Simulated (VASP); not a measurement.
# Sb (P2_1/m) in VASP: settings compared

The runs below take Sb through single point, with PBE0, HSE06.

All numbers are computed with VASP 6.6.1; they aren't measurements. Logs are shortened: lines on timing, memory, paths and dates and some standing lists are left out, and cuts for length are marked.

### Step 1. The cell of the first run

The structure is monoclinic, space group P2_1/m (No. 11). Conventional cell: a = 3.122 Å, b = 4.348 Å, c = 4.406 Å, α = 90.00°, β = 90.51°, γ = 90.00°. Sb (site symmetry m) has 6 Sb at 3.04 to 3.15 Å within 4.0 Å.

### Step 2. Single point, PBE0, non-collinear spin, zero start, spin-orbit coupling

POSCAR

```
Sb
1.0
    3.1224020000      0.0000000000      0.0000000000
    0.0000000000      4.3475180000      0.0000000000
   -0.0389150000      0.0000000000      4.4058520000
Sb
2
Direct
    0.0113890000      0.2500000000      0.2411660000
    0.9886110000      0.7500000000      0.7588340000
```

INCAR.step1

```
SYSTEM = Sb
ALGO = Normal
EDIFF = 1E-5
ENCUT = 520
GGA = PE
GGA_COMPAT = .FALSE.
ISIF = 2
ISMEAR = -1
LASPH = .TRUE.
LORBIT = 11
LORBMOM = .TRUE.
LREAL = .FALSE.
LSORBIT = .TRUE.
LWAVE = .TRUE.
MAGMOM = 0 0 0 0 0 0
NBANDS = 22
NELM = 150
PREC = Accurate
SIGMA = 0.05
```

INCAR.step2

```
SYSTEM = Sb
AEXX = 0.25
ALGO = Normal
EDIFF = 1E-6
ENCUT = 520
GGA = PE
GGA_COMPAT = .FALSE.
ISIF = 2
ISMEAR = -1
ISTART = 1
LASPH = .TRUE.
LCHARG = .TRUE.
LHFCALC = .TRUE.
LORBIT = 11
LORBMOM = .TRUE.
LREAL = .FALSE.
LSORBIT = .TRUE.
LVHAR = .TRUE.
LWAVE = .FALSE.
MAGMOM = 0 0 0 0 0 0
NBANDS = 22
NELM = 150
PREC = Accurate
PRECFOCK = Normal
SIGMA = 0.05
```

KPOINTS

```
k-points
0
G
  4 3 3
  0 0 0
```

Potentials or basis: VASP PAW PBE potentials, release 64 (Sb).

The run is started by

```bash
> cat potpaw_PBE.64/Sb/POTCAR > POTCAR
> cp INCAR.step1 INCAR
> mpirun -np 1 vasp_ncl > vasp.out
> cp INCAR.step2 INCAR
> mpirun -np 1 vasp_ncl > vasp.out
```

OUTCAR:

```text
SYSTEM = Sb
   AEXX = 0.25
   EDIFF = 1E-6
   ENCUT = 520
   GGA = PE
   ISIF = 2
   ISMEAR = -1
   ISTART = 1
   LASPH = .TRUE.
   LHFCALC = .TRUE.
   LORBIT = 11
   LREAL = .FALSE.
   LSORBIT = .TRUE.
   NELM = 150
   PREC = Accurate
   PRECFOCK = Normal

 ion  position               nearest neighbor table
   1  0.011  0.250  0.241-   2 3.04   2 3.04   2 3.15   2 3.15
   2  0.989  0.750  0.759-   1 3.04   1 3.04   1 3.15   1 3.15

  LATTYP: Found a simple monoclinic cell.
 ALAT       =     3.1224020000
 B/A-ratio  =     1.3923633152
 C/A-ratio  =     1.4111007668
 COS(beta)  =    -0.0088322263

  Lattice vectors:

 A1 = (   3.1224020000,   0.0000000000,   0.0000000000)
 A2 = (   0.0000000000,   4.3475180000,   0.0000000000)
 A3 = (  -0.0389150000,   0.0000000000,   4.4058520000)

Analysis of symmetry for initial positions (statically):
=====================================================================
 Subroutine PRICEL returns:
 Original cell was already a primitive cell.

 Routine SETGRP: Setting up the symmetry group for a
 simple monoclinic supercell.

 Subroutine GETGRP returns: Found  4 space group operations
 (whereof  2 operations were pure point group operations)
 out of a pool of  4 trial point group operations.

The static configuration has the point symmetry S_2 .
 The point group associated with its full space group is C_2h.

Analysis of symmetry for dynamics (positions and initial velocities):
=====================================================================
 Subroutine PRICEL returns:
 Original cell was already a primitive cell.

 Routine SETGRP: Setting up the symmetry group for a
 simple monoclinic supercell.

 Subroutine GETGRP returns: Found  4 space group operations
 (whereof  2 operations were pure point group operations)
 out of a pool of  4 trial point group operations.

The dynamic configuration has the point symmetry S_2 .
 The point group associated with its full space group is C_2h.

Analysis of structural, dynamic, and magnetic symmetry:
=====================================================================
 Subroutine PRICEL returns:
 Original cell was already a primitive cell.

 Routine SETGRP: Setting up the symmetry group for a
 simple monoclinic supercell.

 Subroutine GETGRP returns: Found  4 space group operations
 (whereof  2 operations were pure point group operations)
 out of a pool of  4 trial point group operations.

The overall configuration has the point symmetry S_2 .
 The point group associated with its full space group is C_2h.

 Subroutine INISYM returns: Found  4 space group operations
 (whereof  2 operations are pure point group operations),
 and found     1 'primitive' translations

----------------------------------------------------------------------------------------

                                     Primitive cell

  volume of cell :      59.8081

  direct lattice vectors                    reciprocal lattice vectors
     3.122402000  0.000000000  0.000000000     0.320266257  0.000000000  0.002828774
     0.000000000  4.347518000  0.000000000     0.000000000  0.230016299  0.000000000
    -0.038915000  0.000000000  4.405852000     0.000000000  0.000000000  0.226970856

  length of vectors
     3.122402000  4.347518000  4.406023856     0.320278749  0.230016299  0.226970856

  position of ions in fractional coordinates (direct lattice)
     0.011389000  0.250000000  0.241166000
     0.988611000  0.750000000  0.758834000

  ion indices of the primitive-cell ions
   primitive index   ion index
                 1           1
                 2           2

----------------------------------------------------------------------------------------

 KPOINTS: k-points

Automatic generation of k-mesh.
 Grid dimensions read from file:
 generate k-points for:    4    3    3

[... 94 lines left out ...]
  NGX = 18; NGY = 28; NGZ = 28

 number of electron       9.9999999 magnetization       0.0000000      0.0000000      0.0000000

 number of electron       9.9999999 magnetization      -0.0000000     -0.0000000     -0.0000000

 Free energy of the ion-electron system (eV)
  ---------------------------------------------------
  ext. energy  EPLUGINS =         0.00000000
  ---------------------------------------------------
  free energy    TOTEN  =       -11.14435668 eV

  energy without entropy =      -11.14431153  energy(sigma->0) =      -11.14433410

 E-fermi :   7.2317     XC(G=0):  -7.6279

 val. band max:        6.8113326657   @ k =   0.5000   0.3333   0.0000
 cond. band min:       7.6277091467   @ k =   0.0000   0.0000   0.3333
 fundamental gap:      0.8163764810
 Fermi energy:         7.2317346296

 k-point     1 :       0.0000    0.0000    0.0000
  band No.  band energies     occupation
      1      -7.2914      1.00000
      2      -7.2914      1.00000
      3      -1.5501      1.00000
      4      -1.5501      1.00000
      5       2.2327      1.00000
      6       2.2327      1.00000
[... 339 lines left out ...]
     21      15.9005      0.00000
     22      15.9005      0.00000

------------------------ aborting loop because EDIFF is reached ----------------------------------------

  FORCE on cell =-STRESS in cart. coord.  units (eV):
  Direction    XX          YY          ZZ          XY          YZ          ZX
  --------------------------------------------------------------------------------------
  -------------------------------------------------------------------------------------
  Total        1.6898926     -2.9527096     -1.8862407      0.0000000      0.0000000      0.0949695
  in kB       45.2699042    -79.0990400    -50.5298010      0.0000000      0.0000000      2.5441014
  external PRESSURE =     -28.1196456 kB  Pullay stress =       0.0000000 kB

 VOLUME and BASIS-vectors are now :
 -----------------------------------------------------------------------------
  energy-cutoff  :      520.00
  volume of cell :       59.81
      direct lattice vectors                 reciprocal lattice vectors
     3.122402000  0.000000000  0.000000000     0.320266257  0.000000000  0.002828774
     0.000000000  4.347518000  0.000000000     0.000000000  0.230016299  0.000000000
    -0.038915000  0.000000000  4.405852000     0.000000000  0.000000000  0.226970856

 POSITION                                       TOTAL-FORCE (eV/Angst)
 -----------------------------------------------------------------------------------
      0.02618      1.08688      1.06254        -0.082064      0.000000     -0.256941
      3.05731      3.26064      3.34331         0.082064      0.000000      0.256941
 -----------------------------------------------------------------------------------
    total drift:                                0.000000      0.000000     -0.000000

  FREE ENERGIE OF THE ION-ELECTRON SYSTEM (eV)
  ---------------------------------------------------
  free  energy   TOTEN  =       -11.1443566826 eV

  energy  without entropy=      -11.1443115261  energy(sigma->0) =      -11.14433410

 orbital moment (x)

 # of ion     p       d       tot
 ----------------------------------------
  1        -0.000  -0.000  -0.000
  2        -0.000  -0.000  -0.000
 ----------------------------------------
           -0.000  -0.000  -0.000

 orbital moment (y)

 # of ion     p       d       tot
 ----------------------------------------
  1        -0.000   0.000   0.000
  2        -0.000   0.000   0.000
 ----------------------------------------
           -0.000   0.000   0.000

 orbital moment (z)

 # of ion     p       d       tot
 ----------------------------------------
  1        -0.000   0.000  -0.000
  2        -0.000   0.000  -0.000
 ----------------------------------------
           -0.000   0.000  -0.000

 Spin-Orbit-Coupling matrix elements

 Ion:    1  E_soc:     -0.1303206
 l=   1
     0.0000000    -0.0210989    -0.0212611
    -0.0210989     0.0000000    -0.0224567
    -0.0212611    -0.0224567     0.0000000
 l=   2
     0.0000000    -0.0000220     0.0000000    -0.0000047    -0.0000956
    -0.0000220     0.0000000    -0.0000149    -0.0000270    -0.0000834
     0.0000000    -0.0000149     0.0000000    -0.0000756     0.0000000
    -0.0000047    -0.0000270    -0.0000756     0.0000000    -0.0000204
    -0.0000956    -0.0000834     0.0000000    -0.0000204     0.0000000
 l=   3
     0.0000000     0.0000000     0.0000000     0.0000000     0.0000000     0.0000000     0.0000000
     0.0000000     0.0000000     0.0000000     0.0000000     0.0000000     0.0000000     0.0000000
     0.0000000     0.0000000     0.0000000     0.0000000     0.0000000     0.0000000     0.0000000
     0.0000000     0.0000000     0.0000000     0.0000000     0.0000000     0.0000000     0.0000000
     0.0000000     0.0000000     0.0000000     0.0000000     0.0000000     0.0000000     0.0000000
     0.0000000     0.0000000     0.0000000     0.0000000     0.0000000     0.0000000     0.0000000
     0.0000000     0.0000000     0.0000000     0.0000000     0.0000000     0.0000000     0.0000000

 Ion:    2  E_soc:     -0.1303206
 l=   1
     0.0000000    -0.0210989    -0.0212611
    -0.0210989     0.0000000    -0.0224567
    -0.0212611    -0.0224567     0.0000000
 l=   2
     0.0000000    -0.0000220     0.0000000    -0.0000047    -0.0000956
    -0.0000220     0.0000000    -0.0000149    -0.0000270    -0.0000834
     0.0000000    -0.0000149     0.0000000    -0.0000756     0.0000000
    -0.0000047    -0.0000270    -0.0000756     0.0000000    -0.0000204
    -0.0000956    -0.0000834     0.0000000    -0.0000204     0.0000000
 l=   3
     0.0000000     0.0000000     0.0000000     0.0000000     0.0000000     0.0000000     0.0000000
     0.0000000     0.0000000     0.0000000     0.0000000     0.0000000     0.0000000     0.0000000
     0.0000000     0.0000000     0.0000000     0.0000000     0.0000000     0.0000000     0.0000000
     0.0000000     0.0000000     0.0000000     0.0000000     0.0000000     0.0000000     0.0000000
     0.0000000     0.0000000     0.0000000     0.0000000     0.0000000     0.0000000     0.0000000
     0.0000000     0.0000000     0.0000000     0.0000000     0.0000000     0.0000000     0.0000000
     0.0000000     0.0000000     0.0000000     0.0000000     0.0000000     0.0000000     0.0000000

 total charge

# of ion       s       p       d       tot
------------------------------------------
    1        1.235   1.261   0.039   2.534
    2        1.235   1.261   0.039   2.534
--------------------------------------------------
tot          2.470   2.521   0.077   5.069

 magnetization (x)

# of ion       s       p       d       tot
------------------------------------------
    1        0.000   0.000   0.000   0.000
    2        0.000   0.000   0.000   0.000
--------------------------------------------------
tot          0.000   0.000   0.000   0.000

 magnetization (y)

# of ion       s       p       d       tot
------------------------------------------
    1        0.000   0.000   0.000   0.000
    2        0.000   0.000   0.000   0.000
--------------------------------------------------
tot          0.000   0.000   0.000   0.000

 magnetization (z)

# of ion       s       p       d       tot
------------------------------------------
    1        0.000   0.000   0.000   0.000
    2        0.000   0.000   0.000   0.000
--------------------------------------------------
tot          0.000   0.000   0.000   0.000
```

It took 24 min on 1 thread of AMD EPYC 7R13 (Zen 3), shared host; peak memory 0.26 GiB.

What came out:

```yaml
Free_energy: -11.1444 eV
Pressure: -2.8 GPa
Largest_force: 0.270 eV/Å
Net_moment: 0.00 μB per cell
Valence_electrons_inside_the_program's_atomic_spheres: Sb 2.53
```

Forces on the atoms (eV/Å):
```
Sb  -0.082  0.000 -0.257
Sb   0.082  0.000  0.257
```

Moments on the atoms (μB; x, y, z):
```
Sb  0.00 0.00 0.00
Sb  0.00 0.00 0.00
```

Caveat: the k points lie up to 0.50 Å⁻¹ apart; the PAW data sets were made with another functional, which shifts forces and pressure a little.

### Step 3. Single point, HSE06

POSCAR is that of step 2.

INCAR.step1

```
ALGO     = Normal         # electronic algorithm
EDIFF    = 1E-5           # SCF threshold, eV
ENCUT    = 520            # plane-wave cutoff, eV
GGA      = PE             # functional
ISIF     = 2              # what is computed and relaxed
ISMEAR   = -1             # smearing method
LASPH    = T              # aspherical terms in the spheres
LREAL    = F              # projectors in reciprocal space
LWAVE    = T              # write WAVECAR
NBANDS   = 12             # bands
NELM     = 100            # most SCF steps
PREC     = Accurate       # precision mode
SIGMA    = 0.05           # smearing width, eV
```

INCAR.step2

```
ALGO     = Normal         # electronic algorithm
EDIFF    = 1E-6           # SCF threshold, eV
ENCUT    = 520            # plane-wave cutoff, eV
GGA      = PE             # functional
HFSCREEN = 0.2079         # screening, 1/A
ISIF     = 2              # what is computed and relaxed
ISMEAR   = -1             # smearing method
ISTART   = 1            
LASPH    = T              # aspherical terms in the spheres
LCHARG   = T              # write CHGCAR
LELF     = T              # ELF
LHFCALC  = T              # exact exchange
LREAL    = F              # projectors in reciprocal space
LVHAR    = T            
LWAVE    = F              # write WAVECAR
NBANDS   = 12             # bands
NELM     = 100            # most SCF steps
PREC     = Accurate       # precision mode
PRECFOCK = Normal       
SIGMA    = 0.05           # smearing width, eV
```

KPOINTS

```
k-points
0
Gamma
  5 4 4
```

Potentials or basis: VASP PAW PBE potentials, release 64 (Sb).

The run is started by

```bash
> cat potpaw_PBE.64/Sb/POTCAR > POTCAR
> cp INCAR.step1 INCAR
> mpirun -np 1 vasp_std > vasp.out
> cp INCAR.step2 INCAR
> mpirun -np 1 vasp_std > vasp.out
```

It took 32 min on 1 thread of Intel Xeon Platinum 8259CL at 2.50GHz (Skylake/Cascade Lake), shared host; peak memory 0.29 GiB.

Results (log left out):

```
Free energy            : -9.9158 eV
Pressure               : -2.5 GPa
Largest force          : 0.145 eV/Å
Band gap on the k mesh : zero (bands 5 and 6 overlap by 8.90 eV)
```

Forces on the atoms (eV/Å):
```
Sb  -0.052  0.000  0.136
Sb   0.052  0.000 -0.136
```

Stress tensor (GPa, compression positive):
```
-4.52  0.00 -0.07
 0.00 -1.03  0.00
-0.07  0.00 -2.03
```

Levels at points of the mesh, in eV from the Fermi level:
```
           k point  band 3  band 4  band 5  band 6  band 7  band 8
(0.00, 0.00, 0.00)   -4.07   -3.94    2.45    3.56    3.84    3.98
(0.00, 0.50, 0.00)   -1.62   -1.62   -0.88   -0.88    5.44    5.44
(0.00, 0.00, 0.50)   -1.75   -1.11   -0.90   -0.77    5.20    5.62
(0.00, 0.50, 0.50)   -6.32   -6.32    5.83    5.83    6.10    6.10
```

Caveat: the k points lie up to 0.40 Å⁻¹ apart, too coarse for converged energies and pressures of a metal; the PAW data sets were made with another functional, which shifts forces and pressure a little; spin-orbit coupling is left out, which moves the levels of the heavy elements.

### Step 4. Single point, PBE0

POSCAR is that of step 3.

INCAR.step1

```
PREC = Accurate
ENCUT = 520
EDIFF = 1E-5
ISMEAR = -1
SIGMA = 0.05
LREAL = F
LASPH = T
NELM = 60
ALGO = Normal
ISIF = 2
LWAVE = T
LCHARG = F
NBANDS = 12
GGA = PE
```

INCAR.step2

```
PREC = Accurate
ENCUT = 520
EDIFF = 1E-7
ISMEAR = -1
SIGMA = 0.05
LREAL = F
LASPH = T
NELM = 60
ALGO = Normal
ISIF = 2
LWAVE = F
LCHARG = F
GGA = PE
LHFCALC = T
AEXX = 0.25
PRECFOCK = Normal
NBANDS = 12
ISTART = 1
```

KPOINTS

```
Automatic mesh
0
Gamma
  5 4 4
```

The run is started by

```bash
> cat potpaw_PBE.64/Sb/POTCAR > POTCAR
> cp INCAR.step1 INCAR
> mpirun -np 1 vasp_std > vasp.out
> cp INCAR.step2 INCAR
> mpirun -np 1 vasp_std > vasp.out
```

It took 42 min on 1 thread of Intel Xeon Platinum 8259CL at 2.50GHz (Skylake/Cascade Lake), shared host; peak memory 0.2 GiB.

Results (log left out):

```yaml
Free_energy: -11.0369 eV
Pressure: -2.7 GPa
Largest_force: 0.174 eV/Å
Band_gap_on_the_k_mesh: zero (bands 5 and 6 overlap by 9.67 eV)
```

Forces in eV/Å, atoms in the order of the input:
```
Sb  -0.055  0.000  0.165
Sb   0.055  0.000 -0.165
```

Stress tensor (GPa, compression positive):
```
-4.84  0.00 -0.20
 0.00 -1.28  0.00
-0.20  0.00 -2.12
```

Levels at points of the mesh, in eV from the Fermi level:
| k point | band 2 | band 3 | band 4 | band 5 | band 6 | band 7 | band 8 | band 9 |
| --- | --- | --- | --- | --- | --- | --- | --- | --- |
| (0.00, 0.00, 0.00) | -8.48 | -4.47 | -4.33 | 2.77 | 3.90 | 4.22 | 4.36 | 7.58 |
| (0.00, 0.50, 0.00) | -12.23 | -1.95 | -1.95 | -1.19 | -1.19 | 5.83 | 5.83 | 9.21 |
| (0.00, 0.00, 0.50) | -12.03 | -2.09 | -1.42 | -1.21 | -1.08 | 5.59 | 6.02 | 8.88 |
| (0.00, 0.50, 0.50) | -11.48 | -6.77 | -6.77 | 6.24 | 6.24 | 6.50 | 6.50 | 9.95 |

Caveat: the k points lie up to 0.40 Å⁻¹ apart, too coarse for converged energies and pressures of a metal; the PAW data sets were made with another functional, which shifts forces and pressure a little; spin-orbit coupling is left out, which moves the levels of the heavy elements.

### Step 5. Summary

| level | spin | k mesh | screening parameter | gap on the mesh (eV) | pressure (GPa) | largest force (eV/Å) |
| --- | --- | --- | --- | --- | --- | --- |
| PBE0 | non-collinear, zero start, SOC | 4 × 3 × 3 | - | - | -2.8 | 0.27 |
| HSE06 | off | 5 × 4 × 4 | 0.2079 1/Å | none | -2.5 | 0.15 |
| PBE0 | off | 5 × 4 × 4 | - | none | -2.7 | 0.17 |

Alike in all rows: task single point; potentials or basis VASP PAW PBE potentials, release 64 (Sb); cell as given; cutoff (eV) 520; smearing fermi-dirac 0.05 eV.

Caveats: all runs use coarse meshes; the PAW data sets were made with another functional, which shifts forces and pressure a little; spin-orbit coupling is left out, which moves the levels of the heavy elements (at least some runs).

Total energies depend on the potentials used, so only differences within one code and one set of settings carry meaning.

The gap in the log of VASP goes by the Fermi energy; the results here count the filled bands.